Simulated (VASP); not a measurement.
A run of VASP 6.6.1 is set up as follows.

Contents of INCAR:

```
SYSTEM = SiO2
PREC     = Accurate       ! precision mode
ENCUT    = 520            ! plane-wave cutoff, eV
EDIFF    = 1E-8           ! SCF threshold, eV
ISMEAR   = -1             ! smearing method
SIGMA    = 0.02           ! smearing width, eV
LREAL    = .FALSE.        ! projectors in reciprocal space
LASPH    = .TRUE.         ! aspherical terms in the spheres
NELM     = 60             ! most SCF steps
ALGO     = Normal         ! electronic algorithm
ISIF     = 2              ! what is computed and relaxed
LWAVE    = .FALSE.        ! write WAVECAR
LCHARG   = .FALSE.        ! write CHGCAR
GGA      = PE             ! functional
LEFG     = .TRUE.       
NELECT   = 63.0         
NBANDS   = 44             ! bands
```

KPOINTS

```
regular mesh
0
G
  5 5 5
  0 0 0
```

The input POSCAR:

```
SiO2
1.0
    0.0000000000      4.7162571100      7.3627753715
    2.3595806657      0.0000000000      7.3627753715
    2.3595806657      4.7162571100      0.0000000000
Si O
4 8
Direct
    0.5632310800      0.5632310800      0.9367689200
    0.3132310800      0.3132310800      0.6867689200
    0.6867689200      0.6867689200      0.3132310800
    0.9367689200      0.9367689200      0.5632310800
    0.6250000000      0.1250000000      0.6250000000
    0.6250000000      0.6250000000      0.1250000000
    0.6250000000      0.6250000000      0.6250000000
    0.1250000000      0.6250000000      0.6250000000
    0.1865604000      0.8134396000      0.1865604000
    0.8134396000      0.1865604000      0.8134396000
    0.4365604000      0.0634396000      0.4365604000
    0.0634396000      0.4365604000      0.0634396000
```

Potentials or basis: VASP PAW PBE potentials, release 64 (Si, O).

Command:

```bash
$ cat potpaw_PBE.64/Si/POTCAR potpaw_PBE.64/O/POTCAR > POTCAR
$ mpirun -np 1 vasp_std > vasp.out
```

Problem. Predict the largest force.

Solution. 0.262 eV/Å.

Electric field gradients, principal values (V/Å²):
```tsv
atom	least	middle	greatest (by size)
1 Si	-0.830	-6.622	7.452
2 Si	-0.830	-6.622	7.452
3 Si	-0.830	-6.622	7.452
4 Si	-0.830	-6.622	7.452
5 O	-27.128	-55.158	82.286
6 O	-27.127	-55.160	82.288
7 O	-27.129	-55.162	82.290
8 O	-27.130	-55.158	82.289
9 O	-28.164	-35.639	63.803
10 O	-28.164	-35.639	63.803
11 O	-28.164	-35.639	63.803
12 O	-28.164	-35.639	63.803
```

Caveat: the cell carries a net charge on a neutralising background, which shifts energy and pressure; without QUAD_EFG the Cq values of the log hold for a quadrupole moment of 1 mb, not for the nuclei; an odd number of electrons without spin polarisation forces a metal; a magnetic or distorted state may lie lower.
